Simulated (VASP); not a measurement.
Here is a VASP 6.6.1 calculation.

The input INCAR:

```
ALGO = Normal
EDIFF = 1E-6
ENCUT = 520
GGA = RE
ISIF = 2
ISMEAR = -1
LASPH = True
LCHARG = False
LREAL = False
LWAVE = False
NBANDS = 26
NELM = 100
PREC = Accurate
SIGMA = 0.05
```

The input KPOINTS:

```
k-points
0
Gamma
  5 5 3
```

Contents of POSCAR:

```
ZnO
1.0
    3.2493080000      0.0000000000      0.0000000000
   -1.6246540000      2.8139832727      0.0000000000
    0.0000000000      0.0000000000      5.2057090000
Zn O
2 2
Direct
    0.6666666667      0.3333333333      0.0000000000
    0.3333333333      0.6666666667      0.5000000000
    0.3333333333      0.6666666667      0.8790100000
    0.6666666667      0.3333333333      0.3790100000
```

Potentials or basis: VASP PAW PBE potentials, release 64 (Zn, O).

The run is started by

```bash
$ cat potpaw_PBE.64/Zn/POTCAR potpaw_PBE.64/O/POTCAR > POTCAR
$ mpirun -np 1 vasp_std > vasp.out
```

Question: Predict the largest force.

Answer: 0.079 eV/Å.

Question: Estimate the band gap on the k mesh.

Answer: 0.85 eV, direct.

Question: Predict the pressure.

Answer: 9.4 GPa.

Forces in eV/Å, atoms in the order of the input:
```
Zn   0.000  0.000 -0.079
Zn   0.000  0.000 -0.079
O    0.000  0.000  0.079
O    0.000  0.000  0.079
```

Caveat: the k points lie up to 0.45 Å⁻¹ apart; the PAW data sets were made with another functional, which shifts forces and pressure a little. A hybrid or GW would open this gap; revPBE tends to underestimate it.
